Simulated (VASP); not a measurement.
# Ni (Fm-3m) in VASP: a series of runs

The runs below take Ni through single point, with r2SCAN.

Everything below comes from runs of VASP 6.6.1. Logs are shortened: lines on timing, memory, paths and dates and some standing lists are left out, and cuts for length are marked.

## 1. The cell of the first run

It takes space group Fm-3m (No. 225, cubic). The conventional cell has a = 3.501 Å, b = 3.501 Å, c = 3.501 Å, α = 90.00°, β = 90.00°, γ = 90.00°. Ni (site symmetry m-3m) has 12 Ni at 2.48 Å within 3.3 Å.

## 2. Single point, r2SCAN, collinear spin, ferromagnetic start (10.73 Å³/atom)

Contents of POSCAR:

```
Ni
1.0
    0.0000000000      1.7507299756      1.7507299756
    1.7507299756      0.0000000000      1.7507299756
    1.7507299756      1.7507299756      0.0000000000
Ni
1
Direct
    0.0000000000      0.0000000000      0.0000000000
```

Contents of INCAR.step1:

```
SYSTEM = Ni
  PREC = Accurate
  ENCUT = 520
  ISMEAR = 0
  SIGMA = 0.05
  LREAL = .False.
  LASPH = .True.
  NELM = 150
  ISPIN = 2
  MAGMOM = 0.9
  LMAXMIX = 4
  NBANDS = 15
  GGA = PE
  ALGO = Normal
  EDIFF = 1E-4
  LWAVE = .True.
  LCHARG = .False.
```

Contents of INCAR.step2:

```
SYSTEM = Ni
  PREC = Accurate
  ENCUT = 520
  EDIFF = 1E-7
  ISMEAR = 0
  SIGMA = 0.05
  LREAL = .False.
  LASPH = .True.
  NELM = 150
  ALGO = Normal
  ISIF = 2
  LWAVE = .False.
  LCHARG = .False.
  ISPIN = 2
  MAGMOM = 0.9
  LORBIT = 11
  LMAXMIX = 4
  METAGGA = R2SCAN
  LMIXTAU = .True.
  NBANDS = 15
  ISTART = 1
```

Contents of KPOINTS:

```
regular mesh
0
Gamma
  22 22 22
  0 0 0
```

Potentials or basis: VASP PAW PBE potentials, release 64 (Ni).

Launch:

```sh
$ cat potpaw_PBE.64/Ni/POTCAR > POTCAR
$ cp INCAR.step1 INCAR
$ mpirun -np 1 vasp_std > vasp.out
$ cp INCAR.step2 INCAR
$ mpirun -np 1 vasp_std > vasp.out
```

OUTCAR:

```text
SYSTEM = Ni
   PREC = Accurate
   ENCUT = 520
   EDIFF = 1E-7
   ISMEAR = 0
   LREAL = .False.
   LASPH = .True.
   NELM = 150
   ISIF = 2
   ISPIN = 2
   LORBIT = 11
   METAGGA = R2SCAN
   ISTART = 1

 ion  position               nearest neighbor table
   1  0.000  0.000  0.000-

  LATTYP: Found a face centered cubic cell.
 ALAT       =     3.5014599512

  Lattice vectors:

 A1 = (   0.0000000000,   1.7507299756,   1.7507299756)
 A2 = (   1.7507299756,   0.0000000000,   1.7507299756)
 A3 = (   1.7507299756,   1.7507299756,   0.0000000000)

Analysis of symmetry for initial positions (statically):
=====================================================================
 Subroutine PRICEL returns:
 Original cell was already a primitive cell.

 Routine SETGRP: Setting up the symmetry group for a
 face centered cubic supercell.

 Subroutine GETGRP returns: Found 48 space group operations
 (whereof 48 operations were pure point group operations)
 out of a pool of 48 trial point group operations.

The static configuration has the point symmetry O_h .

Analysis of symmetry for dynamics (positions and initial velocities):
=====================================================================
 Subroutine PRICEL returns:
 Original cell was already a primitive cell.

 Routine SETGRP: Setting up the symmetry group for a
 face centered cubic supercell.

 Subroutine GETGRP returns: Found 48 space group operations
 (whereof 48 operations were pure point group operations)
 out of a pool of 48 trial point group operations.

The dynamic configuration has the point symmetry O_h .

Analysis of structural, dynamic, and magnetic symmetry:
=====================================================================
 Subroutine PRICEL returns:
 Original cell was already a primitive cell.

 Routine SETGRP: Setting up the symmetry group for a
 face centered cubic supercell.

 Subroutine GETGRP returns: Found 48 space group operations
 (whereof 48 operations were pure point group operations)
 out of a pool of 48 trial point group operations.

The overall configuration has the point symmetry O_h .

 Subroutine INISYM returns: Found 48 space group operations
 (whereof 48 operations are pure point group operations),
 and found     1 'primitive' translations

----------------------------------------------------------------------------------------

                                     Primitive cell

  volume of cell :      10.7322

  direct lattice vectors                    reciprocal lattice vectors
     0.000000000  1.750729976  1.750729976    -0.285595156  0.285595156  0.285595156
     1.750729976  0.000000000  1.750729976     0.285595156 -0.285595156  0.285595156
     1.750729976  1.750729976  0.000000000     0.285595156  0.285595156 -0.285595156

  length of vectors
     2.475906076  2.475906076  2.475906076     0.494665320  0.494665320  0.494665320

  position of ions in fractional coordinates (direct lattice)
     0.000000000  0.000000000  0.000000000

  ion indices of the primitive-cell ions
   primitive index   ion index
                 1           1

----------------------------------------------------------------------------------------

 KPOINTS: regular mesh

Automatic generation of k-mesh.
 Grid dimensions read from file:
 generate k-points for:   22   22   22

 Generating k-lattice:

  Cartesian coordinates                     Fractional coordinates (reciprocal lattice)
    -0.012981598  0.012981598  0.012981598     0.045454545  0.000000000  0.000000000
     0.012981598 -0.012981598  0.012981598     0.000000000  0.045454545  0.000000000
     0.012981598  0.012981598 -0.012981598     0.000000000  0.000000000  0.045454545

  Length of vectors
     0.022484787  0.022484787  0.022484787

  Shift w.r.t. Gamma in fractional coordinates (k-lattice)
     0.000000000  0.000000000  0.000000000

 Subroutine IBZKPT returns following result:
 ===========================================

 Found    328 irreducible k-points:

 Following reciprocal coordinates:
            Coordinates               Weight
  0.000000  0.000000  0.000000      1.000000
  0.045455  0.000000  0.000000      8.000000
  0.090909  0.000000  0.000000      8.000000
  0.136364  0.000000  0.000000      8.000000
  0.181818  0.000000  0.000000      8.000000
  0.227273  0.000000  0.000000      8.000000
[... 16 lines left out ...]
  0.500000  0.045455  0.000000     24.000000
 -0.454545  0.045455  0.000000     24.000000
 [... further k-points ...]
   k-points           NKPTS =    328   k-points in BZ     NKDIM =    328   number of bands    NBANDS=     15
   number of dos      NEDOS =    301   number of ions     NIONS =      1
   total plane-waves  NPLWV =   5832
   dimension x,y,z NGX =    18 NGY =   18 NGZ =   18
   dimension x,y,z NGXF=    36 NGYF=   36 NGZF=   36
   ions per type =               1
   NGX,Y,Z   is equivalent  to a cutoff of  12.09, 12.09, 12.09 a.u.
   NGXF,Y,Z  is equivalent  to a cutoff of  24.17, 24.17, 24.17 a.u.
 SYSTEM =  Ni
   PREC   = accura    normal or accurate (medium, high low for compatibility)
   ISTART =      1    job   : 0-new  1-cont  2-samecut
   ICHARG =      0    charge: 1-file 2-atom 10-const
   ISPIN  =      2    spin polarized calculation?
   LNONCOLLINEAR =      F non collinear calculations
   LSORBIT =      F    spin-orbit coupling
   LASPH  =      T    aspherical Exc in radial PAW
   ENCUT  =  520.0 eV  38.22 Ry    6.18 a.u.   4.60  4.60  4.60*2*pi/ulx,y,z
   NELM   =    150;   NELMIN=  2; NELMDL=  0     # of ELM steps
   EDIFF  = 0.1E-06   stopping-criterion for ELM
   LREAL  =      F    real-space projection
   EDIFFG = 0.1E-05   stopping-criterion for IOM
   NSW    =      0    number of steps for IOM
   IBRION =     -1    ionic relax: 0-MD 1-quasi-New 2-CG
   NFREE  =      0    steps in history (QN), initial steepest desc. (CG)
   ISIF   =      2    stress and relaxation
   ISYM   =      2    0-nonsym 1-usesym 2-fastsym
   POTIM  = 0.5000    time-step for ionic-motion
   TEBEG  =    0.0;   TEEND  =   0.0 temperature during run
   PSTRESS=    0.0 pullay stress
   NELECT =      10.0000    total number of electrons
   NUPDOWN=      -1.0000    fix difference up-down
   EMIN   =  10.00;   EMAX   =-10.00  energy-range for DOS
   EFERMI =   0.00;   METHOD = LEGACY
   ISMEAR =     0;   SIGMA  =   0.05  broadening in eV -4-tet -1-fermi 0-gaus
   EFERMI_NEDOS =   21; number of points for ismear=-14 and -15
   IALGO  =     38    algorithm
   IMIX   =      4    mixing-type and parameters
     AMIX     =   0.40;   BMIX     =  1.00
     AMIX_MAG =   1.60;   BMIX_MAG =  1.00
  volume/ion in A,a.u.               =      10.73        72.42
  Fermi-wavevector in a.u.,A,eV,Ry     =   1.598990  3.021652 34.786941  2.556768
  Thomas-Fermi vector in A             =   2.696353
   LORBIT       =     11    0 simple, 1 ext, 2 COOP (PROOUT), +10 PAW based schemes
   METAGGA = R2SCAN    functional components
   LHFCALC =     F    Hartree Fock is set to
   AEXX    =    0.0000 exact exchange contribution
   IVDW    =     0    specifies the selected vdW correction
   LEPSILON=     F    determine dielectric tensor
   LRPA    =     F    only Hartree local field effects (RPA)
 spin polarized calculation
 Gauss-broadening in eV      SIGMA  =   0.05
  energy-cutoff  :      520.00
  volume of cell :       10.73
 maximum number of plane-waves:       302
   NGX =  9   NGY =  9   NGZ =  9

 number of electron      10.0000010 magnetization       0.7441753

 Free energy of the ion-electron system (eV)
  ---------------------------------------------------
  ext. energy  EPLUGINS =         0.00000000
  ---------------------------------------------------
  free energy    TOTEN  =       -11.94121143 eV

  energy without entropy =      -11.93962991  energy(sigma->0) =      -11.94042067

 E-fermi :   9.5367     XC(G=0): -14.4815

 val. band max:        9.5329418262   @ k =   0.5000   0.1818   0.0909
 cond. band min:       9.5386358446   @ k =  -0.3182   0.3182   0.0455
 fundamental gap:      0.0056940184
 Fermi energy:         9.5367201367

 spin component 1

 k-point     1 :       0.0000    0.0000    0.0000
  band No.  band energies     occupation
      1       0.0058      1.00000
      2       6.5161      1.00000
      3       6.5162      1.00000
      4       6.5162      1.00000
      5       7.8326      1.00000
      6       7.8326      1.00000
      7      34.1749      0.00000
      8      38.4308      0.00000
      9      38.4308      0.00000
     10      38.4312      0.00000
     11      41.0918      0.00000
     12      41.0918      0.00000
     13      41.0919      0.00000
     14      44.5118      0.00000
     15      51.1393      0.00000

 k-point     2 :       0.0455    0.0000    0.0000
  band No.  band energies     occupation
      1       0.0906      1.00000
      2       6.4950      1.00000
      3       6.5349      1.00000
      4       6.5349      1.00000
      5       7.8245      1.00000
      6       7.8245      1.00000
      7      33.9155      0.00000
      8      37.1117      0.00000
      9      38.1765      0.00000
     10      38.1768      0.00000
     11      41.4450      0.00000
     12      41.4451      0.00000
     13      42.0408      0.00000
     14      45.1767      0.00000
     15      50.1484      0.00000
[... 365 lines left out ...]
      3       6.6311      1.00000
      4       8.0263      1.00000
      5       8.4370      1.00000
      6       9.5019      0.83740
      7      15.3244      0.00000
      8      32.1798      0.00000
      9      34.5844      0.00000
     10      34.6822      0.00000
     11      38.9452      0.00000
     12      39.0179      0.00000
     13      45.0339      0.00000
     14      52.2396      0.00000
     15      56.9075      0.00000

 k-point    24 :      -0.4545    0.0455    0.0000
  band No.  band energies     occupation
      1       4.1806      1.00000
      2       6.5742      1.00000
      3       6.6323      1.00000
      4       8.0130      1.00000
      5       8.3958      1.00000
      6       9.4013      0.99994
      7      15.5192      0.00000
      8      32.1104      0.00000
      9      34.4384      0.00000
     10      35.0876      0.00000
     11      38.5620      0.00000
     12      39.3119      0.00000
     13      45.0386      0.00000
     14      52.2118      0.00000
     15      56.6825      0.00000

 [... further k-points ...]

 spin component 2

 k-point     1 :       0.0000    0.0000    0.0000
  band No.  band energies     occupation
      1      -0.2442      1.00000
      2       7.8771      1.00000
      3       7.8771      1.00000
      4       7.8772      1.00000
      5       8.6021      1.00000
      6       8.6021      1.00000
      7      33.9134      0.00000
      8      38.5470      0.00000
      9      38.5471      0.00000
     10      38.5471      0.00000
     11      41.4014      0.00000
     12      41.4015      0.00000
     13      41.4015      0.00000
     14      44.6057      0.00000
     15      51.7635      0.00000

 k-point     2 :       0.0455    0.0000    0.0000
  band No.  band energies     occupation
      1      -0.1588      1.00000
      2       7.8500      1.00000
      3       7.8973      1.00000
      4       7.8973      1.00000
      5       8.5934      1.00000
      6       8.5934      1.00000
      7      33.6929      0.00000
      8      37.2430      0.00000
      9      38.3171      0.00000
     10      38.3172      0.00000
     11      41.7285      0.00000
     12      41.7285      0.00000
     13      42.2795      0.00000
     14      45.2986      0.00000
     15      50.6875      0.00000
[... 365 lines left out ...]
      3       7.5682      1.00000
      4       8.5765      1.00000
      5       9.7055      0.00000
      6      10.0479      0.00000
      7      16.0210      0.00000
      8      32.1090      0.00000
      9      34.8365      0.00000
     10      34.9326      0.00000
     11      39.1408      0.00000
     12      39.1835      0.00000
     13      45.4077      0.00000
     14      54.9684      0.00000
     15      57.4007      0.00000

 k-point    24 :      -0.4545    0.0455    0.0000
  band No.  band energies     occupation
      1       4.8571      1.00000
      2       7.4822      1.00000
      3       7.5667      1.00000
      4       8.5173      1.00000
      5       9.6639      0.00016
      6      10.0323      0.00000
      7      16.1880      0.00000
      8      32.0567      0.00000
      9      34.6624      0.00000
     10      35.3509      0.00000
     11      38.7491      0.00000
     12      39.4854      0.00000
     13      45.4088      0.00000
     14      54.9507      0.00000
     15      57.0820      0.00000

 [... further k-points ...]

------------------------ aborting loop because EDIFF is reached ----------------------------------------

  FORCE on cell =-STRESS in cart. coord.  units (eV):
  Direction    XX          YY          ZZ          XY          YZ          ZX
  --------------------------------------------------------------------------------------
  -------------------------------------------------------------------------------------
  Total       -0.2565603     -0.2565603     -0.2565603      0.0000000      0.0000000      0.0000000
  in kB      -38.3012122    -38.3012122    -38.3012122      0.0000000      0.0000000      0.0000000
  external PRESSURE =     -38.3012122 kB  Pullay stress =       0.0000000 kB

 VOLUME and BASIS-vectors are now :
 -----------------------------------------------------------------------------
  energy-cutoff  :      520.00
  volume of cell :       10.73
      direct lattice vectors                 reciprocal lattice vectors
     0.000000000  1.750729976  1.750729976    -0.285595156  0.285595156  0.285595156
     1.750729976  0.000000000  1.750729976     0.285595156 -0.285595156  0.285595156
     1.750729976  1.750729976  0.000000000     0.285595156  0.285595156 -0.285595156

 POSITION                                       TOTAL-FORCE (eV/Angst)
 -----------------------------------------------------------------------------------
      0.00000      0.00000      0.00000         0.000000     -0.000000     -0.000000
 -----------------------------------------------------------------------------------
    total drift:                                0.000000      0.000000      0.000000

  FREE ENERGIE OF THE ION-ELECTRON SYSTEM (eV)
  ---------------------------------------------------
  free  energy   TOTEN  =       -11.9412114253 eV

  energy  without entropy=      -11.9396299073  energy(sigma->0) =      -11.94042067

 total charge

# of ion       s       p       d       tot
------------------------------------------
    1        0.520   0.532   8.316   9.369

 magnetization (x)

# of ion       s       p       d       tot
------------------------------------------
    1       -0.009  -0.041   0.816   0.765
```

Wall time 3.5 min (1 thread of Intel Xeon 6975P-C (Granite Rapids), shared host); peak memory 0.18 GiB.

What came out:

```yaml
Free_energy: -11.9412 eV
Pressure: -3.8 GPa
Net_moment: 0.74 μB per cell
Site_moments: Ni +0.77 μB
Valence_electrons_inside_the_program's_atomic_spheres: Ni 9.37
```

Levels at points of the mesh, in eV from the Fermi level:
Spin up:
```tsv
k point	band 3	band 4	band 5	band 6	band 7	band 8
(0.00, 0.00, 0.00)	-3.02	-3.02	-1.70	-1.70	24.64	28.89
(0.50, 0.00, 0.00)	-2.94	-1.10	-1.10	-0.46	5.70	23.07
(0.50, 0.50, 0.00)	-1.03	-1.03	-0.98	2.47	9.44	15.51
```
Spin down:
| k point | band 1 | band 2 | band 3 | band 4 | band 5 | band 6 | band 7 | band 8 | band 9 |
| --- | --- | --- | --- | --- | --- | --- | --- | --- | --- |
| (0.00, 0.00, 0.00) | -9.78 | -1.66 | -1.66 | -1.66 | -0.93 | -0.93 | 24.38 | 29.01 | 29.01 |
| (0.50, 0.00, 0.00) | -4.70 | -2.00 | -2.00 | -0.67 | 0.17 | 0.17 | 6.42 | 22.96 | 26.14 |
| (0.50, 0.50, 0.00) | -4.75 | -3.76 | -0.17 | 0.54 | 0.54 | 2.21 | 9.79 | 15.58 | 15.58 |

Caveat: the cell stands under tension; the PAW data sets were made with another functional, which shifts forces and pressure a little.

## 3. Single point, r2SCAN, collinear spin, ferromagnetic start

This run uses another cell than the first one, of 10.90 Å³/atom.

Contents of POSCAR:

```
Ni
1.0
    0.0000000000      1.7595826140      1.7595826140
    1.7595826140      0.0000000000      1.7595826140
    1.7595826140      1.7595826140      0.0000000000
Ni
1
Direct
    0.0000000000      0.0000000000      0.0000000000
```

Contents of INCAR.step1:

```
SYSTEM = Ni
ALGO = Normal ; EDIFF = 1E-4
ENCUT = 520 ; GGA = PE
ISMEAR = 0 ; ISPIN = 2
LASPH = .True. ; LCHARG = .False.
LMAXMIX = 4 ; LREAL = .False.
LWAVE = .True. ; MAGMOM = 0.8
NBANDS = 15 ; NELM = 150
PREC = Accurate ; SIGMA = 0.05
```

Contents of INCAR.step2:

```
SYSTEM = Ni
ALGO = Normal ; EDIFF = 1E-6
ENCUT = 520 ; ISIF = 2
ISMEAR = 0 ; ISPIN = 2
ISTART = 1 ; LASPH = .True.
LCHARG = .False. ; LMAXMIX = 4
LMIXTAU = .True. ; LORBIT = 11
LREAL = .False. ; LWAVE = .False.
MAGMOM = 0.8 ; METAGGA = R2SCAN
NBANDS = 15 ; NELM = 150
PREC = Accurate ; SIGMA = 0.05
```

Contents of KPOINTS:

```
k-points
0
Gamma
  22 22 22
  0 0 0
```

Potentials or basis: VASP PAW PBE potentials, release 64 (Ni).

Launch:

```sh
$ cat potpaw_PBE.64/Ni/POTCAR > POTCAR
$ cp INCAR.step1 INCAR
$ mpirun -np 1 vasp_std > vasp.out
$ cp INCAR.step2 INCAR
$ mpirun -np 1 vasp_std > vasp.out
```

Run time: 3.5 min. Hardware: 1 thread of Intel Xeon 6975P-C (Granite Rapids), shared host; peak memory 0.19 GiB.

The run converged. Its results:

```yaml
Free_energy: -11.9358 eV
Pressure: -6.5 GPa
Net_moment: 0.75 μB per cell
Site_moments: Ni +0.78 μB
Valence_electrons_inside_the_program's_atomic_spheres: Ni 9.34
```

Levels at points of the mesh, in eV from the Fermi level:
Spin up:
```tsv
k point	band 1	band 2	band 3	band 4	band 5	band 6	band 7	band 8	band 9	band 10
(0.00, 0.00, 0.00)	-9.42	-2.99	-2.99	-2.99	-1.70	-1.70	24.50	28.64	28.64	28.64
(0.50, 0.00, 0.00)	-5.32	-2.91	-2.91	-1.12	-1.12	-0.43	5.59	22.94	25.58	25.58
(0.50, 0.50, 0.00)	-5.09	-4.75	-1.05	-1.05	-0.99	2.45	9.29	15.36	15.36	20.01
```
Spin down:
```csv
k point,band 1,band 2,band 3,band 4,band 5,band 6,band 7,band 8,band 9
"(0.00, 0.00, 0.00)",-9.68,-1.62,-1.62,-1.62,-0.92,-0.92,24.23,28.75,28.75
"(0.50, 0.00, 0.00)",-4.61,-1.96,-1.96,-0.65,0.16,0.16,6.31,22.83,25.86
"(0.50, 0.50, 0.00)",-4.66,-3.67,-0.18,0.54,0.54,2.20,9.65,15.43,15.43
```

Caveat: the cell stands under tension; the PAW data sets were made with another functional, which shifts forces and pressure a little.
